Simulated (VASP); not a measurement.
# K (Im-3m) in VASP: notebook

K is run at these levels: PBEsol; tasks: single point.

Program: VASP 6.6.1. These are calculated values, not measurements. Logs are shortened: lines on timing, memory, paths and dates and some standing lists are left out, and cuts for length are marked.

### 1 The cell of the first run

It takes space group Im-3m (No. 229, cubic). The conventional cell has a = 5.082 Å, b = 5.082 Å, c = 5.082 Å, α = 90.00°, β = 90.00°, γ = 90.00°. Within 5.8 Å of K (site symmetry m-3m) lie 14 K at 4.40 to 5.08 Å.

### 2 Single point, PBEsol (65.62 Å³/atom)

File INCAR:

```
SYSTEM = K
PREC = Accurate ; ENCUT = 520
EDIFF = 1E-7 ; ISMEAR = -1
SIGMA = 0.05 ; LREAL = .FALSE.
LASPH = .TRUE. ; NELM = 60
ALGO = Normal ; ISIF = 2
LWAVE = .FALSE. ; LCHARG = .TRUE.
GGA = PS ; LELF = .TRUE.
LVHAR = .TRUE. ; NBANDS = 10
```

File KPOINTS:

```
Automatic mesh
0
G
  12 12 12
  0 0 0
```

File POSCAR:

```
K
1.0
   -2.5408897001      2.5408897001      2.5408897001
    2.5408897001     -2.5408897001      2.5408897001
    2.5408897001      2.5408897001     -2.5408897001
K
1
Direct
    0.0000000000      0.0000000000      0.0000000000
```

Potentials or basis: VASP PAW PBE potentials, release 64 (K_sv).

The run is started by

```
cat potpaw_PBE.64/K_sv/POTCAR > POTCAR
mpirun -np 1 vasp_std > vasp.out
```

OUTCAR:

```text
SYSTEM = K
   PREC = Accurate
   ENCUT = 520
   EDIFF = 1E-7
   ISMEAR = -1
   LREAL = .FALSE.
   LASPH = .TRUE.
   NELM = 60
   ISIF = 2
   GGA = PS

 ion  position               nearest neighbor table
   1  0.000  0.000  0.000-

  LATTYP: Found a body centered cubic cell.
 ALAT       =     5.0817794002

  Lattice vectors:

 A1 = (  -2.5408897001,   2.5408897001,   2.5408897001)
 A2 = (   2.5408897001,  -2.5408897001,   2.5408897001)
 A3 = (   2.5408897001,   2.5408897001,  -2.5408897001)

Analysis of symmetry for initial positions (statically):
=====================================================================
 Subroutine PRICEL returns:
 Original cell was already a primitive cell.

 Routine SETGRP: Setting up the symmetry group for a
 body centered cubic supercell.

 Subroutine GETGRP returns: Found 48 space group operations
 (whereof 48 operations were pure point group operations)
 out of a pool of 48 trial point group operations.

The static configuration has the point symmetry O_h .

Analysis of symmetry for dynamics (positions and initial velocities):
=====================================================================
 Subroutine PRICEL returns:
 Original cell was already a primitive cell.

 Routine SETGRP: Setting up the symmetry group for a
 body centered cubic supercell.

 Subroutine GETGRP returns: Found 48 space group operations
 (whereof 48 operations were pure point group operations)
 out of a pool of 48 trial point group operations.

The dynamic configuration has the point symmetry O_h .

 Subroutine INISYM returns: Found 48 space group operations
 (whereof 48 operations are pure point group operations),
 and found     1 'primitive' translations

----------------------------------------------------------------------------------------

                                     Primitive cell

  volume of cell :      65.6172

  direct lattice vectors                    reciprocal lattice vectors
    -2.540889700  2.540889700  2.540889700     0.000000000  0.196781466  0.196781466
     2.540889700 -2.540889700  2.540889700     0.196781466  0.000000000  0.196781466
     2.540889700  2.540889700 -2.540889700     0.196781466  0.196781466  0.000000000

  length of vectors
     4.400950057  4.400950057  4.400950057     0.278291018  0.278291018  0.278291018

  position of ions in fractional coordinates (direct lattice)
[... 79 lines left out ...]
   EDIFFG = 0.1E-05   stopping-criterion for IOM
   NSW    =      0    number of steps for IOM
   IBRION =     -1    ionic relax: 0-MD 1-quasi-New 2-CG
   NFREE  =      0    steps in history (QN), initial steepest desc. (CG)
   ISIF   =      2    stress and relaxation
   ISYM   =      2    0-nonsym 1-usesym 2-fastsym
   POTIM  = 0.5000    time-step for ionic-motion
   TEBEG  =    0.0;   TEEND  =   0.0 temperature during run
   PSTRESS=    0.0 pullay stress
   NELECT =       9.0000    total number of electrons
   NUPDOWN=      -1.0000    fix difference up-down
   EMIN   =  10.00;   EMAX   =-10.00  energy-range for DOS
   EFERMI =   0.00;   METHOD = LEGACY
   ISMEAR =    -1;   SIGMA  =   0.05  broadening in eV -4-tet -1-fermi 0-gaus
   EFERMI_NEDOS =   21; number of points for ismear=-14 and -15
   IALGO  =     38    algorithm
   IMIX   =      4    mixing-type and parameters
     AMIX     =   0.40;   BMIX     =  1.00
     AMIX_MAG =   1.60;   BMIX_MAG =  1.00
  volume/ion in A,a.u.               =      65.62       442.81
  Fermi-wavevector in a.u.,A,eV,Ry     =   0.844274  1.595446  9.698204  0.712798
  Thomas-Fermi vector in A             =   1.959275
   LORBIT       =      0    0 simple, 1 ext, 2 COOP (PROOUT), +10 PAW based schemes
   GGA     = PS    functional components
   LHFCALC =     F    Hartree Fock is set to
   AEXX    =    0.0000 exact exchange contribution
   IVDW    =     0    specifies the selected vdW correction
   LEPSILON=     F    determine dielectric tensor
   LRPA    =     F    only Hartree local field effects (RPA)
 non-spin polarized calculation
  energy-cutoff  :      520.00
  volume of cell :       65.62
 maximum number of plane-waves:      1830
 NGX is ok and might be reduce to    36
   NGX = 17   NGY = 17   NGZ = 17

 number of electron       9.0000001 magnetization

 Free energy of the ion-electron system (eV)
  ---------------------------------------------------
  ext. energy  EPLUGINS =         0.00000000
  ---------------------------------------------------
  free energy    TOTEN  =        -1.13039499 eV

  energy without entropy =       -1.12329471  energy(sigma->0) =       -1.12684485

 E-fermi :   0.0790     XC(G=0):  -5.9889

 val. band max:        0.0574481255   @ k =   0.2500   0.2500   0.0000
 cond. band min:       0.1246748552   @ k =   0.3333   0.1667   0.0000
 fundamental gap:      0.0672267297
 Fermi energy:         0.0789612037

 k-point     1 :       0.0000    0.0000    0.0000
  band No.  band energies     occupation
      1     -31.8360      2.00000
      2     -15.3356      2.00000
      3     -15.3356      2.00000
      4     -15.3356      2.00000
      5      -2.2347      2.00000
      6       4.4930      0.00000
      7       4.4930      0.00000
      8       4.4930      0.00000
      9       5.4896      0.00000
     10       5.4896      0.00000
[... 287 lines left out ...]
 k-point    24 :       0.4167    0.0833    0.0833
  band No.  band energies     occupation
      1     -31.8286      2.00000
      2     -15.4310      2.00000
      3     -15.3735      2.00000
      4     -15.3423      2.00000
      5       0.7138      0.00001
      6       0.9234      0.00000
      7       2.9006      0.00000
      8       5.0489      0.00000
      9       6.0764      0.00000
     10       6.1511      0.00000

 [... further k-points ...]

------------------------ aborting loop because EDIFF is reached ----------------------------------------

  FORCE on cell =-STRESS in cart. coord.  units (eV):
  Direction    XX          YY          ZZ          XY          YZ          ZX
  --------------------------------------------------------------------------------------
  -------------------------------------------------------------------------------------
  Total        0.1336729      0.1336729      0.1336729     -0.0000000      0.0000000     -0.0000000
  in kB        3.2638978      3.2638978      3.2638978     -0.0000000      0.0000000     -0.0000000
  external PRESSURE =       3.2638978 kB  Pullay stress =       0.0000000 kB

 VOLUME and BASIS-vectors are now :
 -----------------------------------------------------------------------------
  energy-cutoff  :      520.00
  volume of cell :       65.62
      direct lattice vectors                 reciprocal lattice vectors
    -2.540889700  2.540889700  2.540889700     0.000000000  0.196781466  0.196781466
     2.540889700 -2.540889700  2.540889700     0.196781466  0.000000000  0.196781466
     2.540889700  2.540889700 -2.540889700     0.196781466  0.196781466  0.000000000

 POSITION                                       TOTAL-FORCE (eV/Angst)
 -----------------------------------------------------------------------------------
      0.00000      0.00000      0.00000         0.000000      0.000000      0.000000
 -----------------------------------------------------------------------------------
    total drift:                               -0.000000      0.000000      0.000000

  FREE ENERGIE OF THE ION-ELECTRON SYSTEM (eV)
  ---------------------------------------------------
  free  energy   TOTEN  =        -1.1303949862 eV

  energy  without entropy=       -1.1232947117  energy(sigma->0) =       -1.12684485
```

OSZICAR:

```text
N       E                     dE             d eps       ncg     rms          rms(c)
DAV:   1     0.469477530104E+02    0.46948E+02   -0.37552E+03  1440   0.709E+02
DAV:   2     0.498091058273E+00   -0.46450E+02   -0.45726E+02  1560   0.197E+02
DAV:   3    -0.109173241883E+01   -0.15898E+01   -0.15842E+01  2304   0.286E+01
DAV:   4    -0.113180959937E+01   -0.40077E-01   -0.39872E-01  1930   0.389E+00
DAV:   5    -0.113346951103E+01   -0.16599E-02   -0.16526E-02  2256   0.462E-01    0.225E+00
DAV:   6    -0.113097003284E+01    0.24995E-02   -0.42585E-03  2074   0.461E-01    0.147E+00
DAV:   7    -0.113039505686E+01    0.57498E-03   -0.70656E-03  2034   0.542E-01    0.994E-02
DAV:   8    -0.113038125760E+01    0.13799E-04   -0.66281E-04  1886   0.262E-01    0.272E-02
DAV:   9    -0.113039713919E+01   -0.15882E-04   -0.30744E-05  2028   0.459E-02    0.148E-02
DAV:  10    -0.113039542747E+01    0.17117E-05   -0.79422E-06  2096   0.226E-02    0.369E-03
DAV:  11    -0.113039516987E+01    0.25760E-06   -0.12958E-07  1754   0.334E-03    0.137E-03
DAV:  12    -0.113039497667E+01    0.19319E-06   -0.27977E-08   998   0.134E-03    0.152E-04
DAV:  13    -0.113039498620E+01   -0.95231E-08   -0.67421E-09   908   0.605E-04
   1 F= -.11303950E+01 E0= -.11268448E+01  d E =-.710027E-02
```

Run time: 67 s. Hardware: 1 thread of Intel Xeon 8259CL, shared host; peak memory 0.22 GiB.

What came out:

```
Free energy            : -1.1304 eV
Pressure               : 0.3 GPa
Band gap on the k mesh : zero (an odd number of electrons rules out a gap without spin polarisation)
```

Caveat: the PAW data sets were made with another functional, which shifts forces and pressure a little.

### 3 Single point, PBEsol (71.32 Å³/atom)

This run uses another cell than the first one, of 71.32 Å³/atom.

File INCAR:

```
  PREC = Accurate
  ENCUT = 520
  EDIFF = 1E-6
  ISMEAR = -1
  SIGMA = 0.05
  LREAL = F
  LASPH = T
  NELM = 60
  ALGO = Normal
  ISIF = 2
  LWAVE = F
  LCHARG = T
  GGA = PS
  LELF = T
  LVHAR = T
  NBANDS = 10
```

File KPOINTS:

```
regular mesh
0
Gamma
  12 12 12
```

File POSCAR:

```
K
1.0
   -2.6125014308      2.6125014308      2.6125014308
    2.6125014308     -2.6125014308      2.6125014308
    2.6125014308      2.6125014308     -2.6125014308
K
1
Direct
    0.0000000000      0.0000000000      0.0000000000
```

Potentials or basis: VASP PAW PBE potentials, release 64 (K_sv).

The run is started by

```
cat potpaw_PBE.64/K_sv/POTCAR > POTCAR
mpirun -np 1 vasp_std > vasp.out
```

OUTCAR:

```text
PREC = Accurate
   ENCUT = 520
   EDIFF = 1E-6
   ISMEAR = -1
   LREAL = F
   LASPH = T
   NELM = 60
   ISIF = 2
   GGA = PS

 ion  position               nearest neighbor table
   1  0.000  0.000  0.000-

  LATTYP: Found a body centered cubic cell.
 ALAT       =     5.2250028616

  Lattice vectors:

 A1 = (  -2.6125014308,   2.6125014308,   2.6125014308)
 A2 = (   2.6125014308,  -2.6125014308,   2.6125014308)
 A3 = (   2.6125014308,   2.6125014308,  -2.6125014308)

[... 489 lines left out ...]
     10       5.7248      0.00000

 [... further k-points ...]

------------------------ aborting loop because EDIFF is reached ----------------------------------------

  FORCE on cell =-STRESS in cart. coord.  units (eV):
  Direction    XX          YY          ZZ          XY          YZ          ZX
  --------------------------------------------------------------------------------------
  -------------------------------------------------------------------------------------
  Total       -0.0125558     -0.0125558     -0.0125558     -0.0000000      0.0000000     -0.0000000
  in kB       -0.2820489     -0.2820489     -0.2820489     -0.0000000      0.0000000     -0.0000000
  external PRESSURE =      -0.2820489 kB  Pullay stress =       0.0000000 kB

 VOLUME and BASIS-vectors are now :
 -----------------------------------------------------------------------------
  energy-cutoff  :      520.00
  volume of cell :       71.32
      direct lattice vectors                 reciprocal lattice vectors
    -2.612501431  2.612501431  2.612501431     0.000000000  0.191387455  0.191387455
     2.612501431 -2.612501431  2.612501431     0.191387455  0.000000000  0.191387455
     2.612501431  2.612501431 -2.612501431     0.191387455  0.191387455  0.000000000

 POSITION                                       TOTAL-FORCE (eV/Angst)
 -----------------------------------------------------------------------------------
      0.00000      0.00000      0.00000        -0.000000      0.000000      0.000000
 -----------------------------------------------------------------------------------
    total drift:                               -0.000000      0.000000      0.000000

  FREE ENERGIE OF THE ION-ELECTRON SYSTEM (eV)
  ---------------------------------------------------
  free  energy   TOTEN  =        -1.1357753483 eV

  energy  without entropy=       -1.1284965577  energy(sigma->0) =       -1.13213595
```

OSZICAR:

```text
N       E                     dE             d eps       ncg     rms          rms(c)
DAV:   1     0.452954811456E+02    0.45295E+02   -0.35997E+03  1440   0.692E+02
DAV:   2     0.389726973447E+00   -0.44906E+02   -0.44101E+02  1548   0.192E+02
DAV:   3    -0.110112242208E+01   -0.14908E+01   -0.14855E+01  2278   0.278E+01
DAV:   4    -0.113732014349E+01   -0.36198E-01   -0.36140E-01  1940   0.368E+00
DAV:   5    -0.113811701224E+01   -0.79687E-03   -0.79671E-03  2226   0.400E-01    0.201E+00
DAV:   6    -0.113619099429E+01    0.19260E-02   -0.35751E-03  2178   0.408E-01    0.130E+00
DAV:   7    -0.113575160748E+01    0.43939E-03   -0.60622E-03  2090   0.492E-01    0.895E-02
DAV:   8    -0.113576074354E+01   -0.91361E-05   -0.44447E-04  2002   0.225E-01    0.285E-02
DAV:   9    -0.113577722518E+01   -0.16482E-04   -0.20732E-05  1842   0.413E-02    0.174E-02
DAV:  10    -0.113577568574E+01    0.15394E-05   -0.74977E-06  2124   0.215E-02    0.330E-03
DAV:  11    -0.113577534826E+01    0.33748E-06   -0.14061E-07  1022   0.309E-03
   1 F= -.11357753E+01 E0= -.11321360E+01  d E =-.727879E-02
```

stdout:

```text
POSCAR found type information on POSCAR K
 POSCAR found :  1 types and       1 ions
 scaLAPACK will be used
 -----------------------------------------------------------------------------
|                                                                             |
|                                                                             |
|     You enforced a specific xc type in the INCAR file but a different       |
|     I HOPE YOU KNOW WHAT YOU ARE DOING!                                     |
|                                                                             |
 -----------------------------------------------------------------------------

 LDA part: xc-table for (Slater+PW92), standard interpolation
 POSCAR, INCAR and KPOINTS ok, starting setup
 FFT: planning ... GRIDC
 FFT: planning ... GRID_SOFT
 FFT: planning ... GRID
 WAVECAR not read
 entering main loop
```

Run time: 66 s. Hardware: 1 thread of Intel Xeon 8259CL, shared host; peak memory 0.22 GiB.

Results:

- Free energy: -1.1358 eV
- Pressure: 0.0 GPa
- Band gap on the k mesh: zero (an odd number of electrons rules out a gap without spin polarisation)

Caveat: the PAW data sets were made with another functional, which shifts forces and pressure a little.

### 4 Single point, PBEsol (71.32 Å³/atom)

This run uses another cell than the first one, of 71.32 Å³/atom.

File INCAR:

```
SYSTEM = K
PREC     = Accurate       ! precision mode
ENCUT    = 520            ! plane-wave cutoff, eV
EDIFF    = 1E-6           ! SCF threshold, eV
ISMEAR   = -1             ! smearing method
SIGMA    = 0.05           ! smearing width, eV
LREAL    = .FALSE.        ! projectors in reciprocal space
LASPH    = .TRUE.         ! aspherical terms in the spheres
NELM     = 100            ! most SCF steps
ALGO     = Normal         ! electronic algorithm
ISIF     = 2              ! what is computed and relaxed
LWAVE    = .FALSE.        ! write WAVECAR
LCHARG   = .FALSE.        ! write CHGCAR
GGA      = PS             ! functional
NBANDS   = 10             ! bands
```

File KPOINTS:

```
Automatic mesh
0
G
  12 12 12
  0 0 0
```

POSCAR is that of step 3.

Potentials or basis: VASP PAW PBE potentials, release 64 (K_sv).

The run is started by

```
cat potpaw_PBE.64/K_sv/POTCAR > POTCAR
mpirun -np 1 vasp_std > vasp.out
```

OUTCAR:

```text
SYSTEM = K
   PREC = Accurate
   ENCUT = 520
   EDIFF = 1E-6
   ISMEAR = -1
   LREAL = .FALSE.
   LASPH = .TRUE.
   NELM = 100
   ISIF = 2
   GGA = PS

 ion  position               nearest neighbor table
   1  0.000  0.000  0.000-

  LATTYP: Found a body centered cubic cell.
 ALAT       =     5.2250028616

  Lattice vectors:

 A1 = (  -2.6125014308,   2.6125014308,   2.6125014308)
 A2 = (   2.6125014308,  -2.6125014308,   2.6125014308)
[... 489 lines left out ...]
      8       4.5958      0.00000
      9       5.7099      0.00000
     10       5.7248      0.00000

 [... further k-points ...]

------------------------ aborting loop because EDIFF is reached ----------------------------------------

  FORCE on cell =-STRESS in cart. coord.  units (eV):
  Direction    XX          YY          ZZ          XY          YZ          ZX
  --------------------------------------------------------------------------------------
  -------------------------------------------------------------------------------------
  Total       -0.0125558     -0.0125558     -0.0125558     -0.0000000      0.0000000     -0.0000000
  in kB       -0.2820489     -0.2820489     -0.2820489     -0.0000000      0.0000000     -0.0000000
  external PRESSURE =      -0.2820489 kB  Pullay stress =       0.0000000 kB

 VOLUME and BASIS-vectors are now :
 -----------------------------------------------------------------------------
  energy-cutoff  :      520.00
  volume of cell :       71.32
      direct lattice vectors                 reciprocal lattice vectors
    -2.612501431  2.612501431  2.612501431     0.000000000  0.191387455  0.191387455
     2.612501431 -2.612501431  2.612501431     0.191387455  0.000000000  0.191387455
     2.612501431  2.612501431 -2.612501431     0.191387455  0.191387455  0.000000000

 POSITION                                       TOTAL-FORCE (eV/Angst)
 -----------------------------------------------------------------------------------
      0.00000      0.00000      0.00000        -0.000000      0.000000      0.000000
 -----------------------------------------------------------------------------------
    total drift:                               -0.000000      0.000000      0.000000

  FREE ENERGIE OF THE ION-ELECTRON SYSTEM (eV)
  ---------------------------------------------------
  free  energy   TOTEN  =        -1.1357753483 eV

  energy  without entropy=       -1.1284965577  energy(sigma->0) =       -1.13213595
```

stdout:

```text
POSCAR found type information on POSCAR K
 POSCAR found :  1 types and       1 ions
 scaLAPACK will be used
 -----------------------------------------------------------------------------
|                                                                             |
|                                                                             |
|     You enforced a specific xc type in the INCAR file but a different       |
|     I HOPE YOU KNOW WHAT YOU ARE DOING!                                     |
|                                                                             |
 -----------------------------------------------------------------------------

 LDA part: xc-table for (Slater+PW92), standard interpolation
 POSCAR, INCAR and KPOINTS ok, starting setup
 FFT: planning ... GRIDC
 FFT: planning ... GRID_SOFT
 FFT: planning ... GRID
 WAVECAR not read
 entering main loop
```

Wall time 66 s (1 thread of Intel Xeon 8259CL, shared host); peak memory 0.22 GiB.

Results:

```
Free energy            : -1.1358 eV
Pressure               : 0.0 GPa
Band gap on the k mesh : zero (an odd number of electrons rules out a gap without spin polarisation)
```

Levels at points of the mesh, in eV from the Fermi level:
```
           k point  band 2  band 3  band 4  band 5  band 6  band 7
(0.00, 0.00, 0.00)  -15.47  -15.47  -15.47   -2.19    4.34    4.34
(0.50, 0.00, 0.00)  -15.55  -15.50  -15.47    0.45    0.71    3.19
(0.50, 0.50, 0.50)  -15.52  -15.52  -15.52    1.67    1.67    3.56
```

Caveat: the PAW data sets were made with another functional, which shifts forces and pressure a little.
